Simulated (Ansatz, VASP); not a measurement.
**One calculation of Ta, two programs**

```
CELL_PARAMETERS angstrom
-1.65516 1.65516 1.65516
1.65516 -1.65516 1.65516
1.65516 1.65516 -1.65516
ATOMIC_POSITIONS crystal
Ta 0.00000 0.00000 0.00000
```

Alike in both runs: task single point; functional BLYP; k mesh 22 × 22 × 22; occupations fermi-dirac, width 0.1 eV; no spin polarisation.

```csv
,VASP,Ansatz
version,VASP 6.6.1,Ansatz 0.2.0
potentials or method,"VASP PAW PBE potentials, release 64 (Ta_pv), cutoff 520 eV","plane waves (420 eV) with PAW, scalar-relativistic"
valence electrons in the cell,11,13
```

```tsv
	VASP	Ansatz	Ansatz less VASP
pressure (GPa)	8.8	7.7	-1.01
```

VASP's potentials were made for PBE, not for BLYP. VASP's potentials hold 11 valence electrons a cell and Ansatz's 13, so a difference there can come from the potentials and not from the codes.

Spin-orbit coupling is off throughout.
